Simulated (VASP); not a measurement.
Input of a VASP 6.6.1 run:

Contents of INCAR:

```
SYSTEM = BN
PREC = Accurate ; ENCUT = 600
EDIFF = 1E-6 ; ISMEAR = 0
SIGMA = 0.02 ; LREAL = .FALSE.
LASPH = .TRUE. ; NELM = 100
ALGO = Normal ; ISIF = 3
LWAVE = .FALSE. ; LCHARG = .FALSE.
GGA = PE ; IVDW = 12
IBRION = 2 ; NSW = 70
EDIFFG = -0.004 ; PSTRESS = 75.0
```

The input KPOINTS:

```
regular mesh
0
G
  24 24 12
  0 0 0
```

The input POSCAR:

```
BN
1.0
    2.5153557230      0.0000000000      0.0000000000
   -1.2576778615      2.1783619557      0.0000000000
    0.0000000000      0.0000000000      4.1609901291
B N
2 2
Direct
    0.6666666667      0.3333333333      0.0003579913
    0.3333333333      0.6666666667      0.5003579913
    0.6666666667      0.3333333333      0.3746420087
    0.3333333333      0.6666666667      0.8746420087
```

Potentials or basis: VASP PAW PBE potentials, release 64 (B, N).

The run is started by

```bash
$ cat potpaw_PBE.64/B/POTCAR potpaw_PBE.64/N/POTCAR > POTCAR
$ mpirun -np 1 vasp_std > vasp.out
```

**Question.** Estimate the band gap on the k mesh.

**Answer.** 5.14 eV, indirect (least direct gap 8.39 eV).

**Question.** What does it give for the relaxed volume?

**Answer.** 5.77 Å³/atom.

Final structure:
```
B N
1.0
     2.52563    0.00000    0.00000
    -1.26281    2.18726    0.00000
     0.00000    0.00000    4.17764
B N
2 2
Direct
  0.66667 0.33333 0.00032
  0.33333 0.66667 0.50032
  0.66667 0.33333 0.37468
  0.33333 0.66667 0.87468
```

Caveat: the cell is relaxed towards a set pressure, so the enthalpy falls and the energy may rise. As with any semilocal functional, this PBE gap is likely too small.
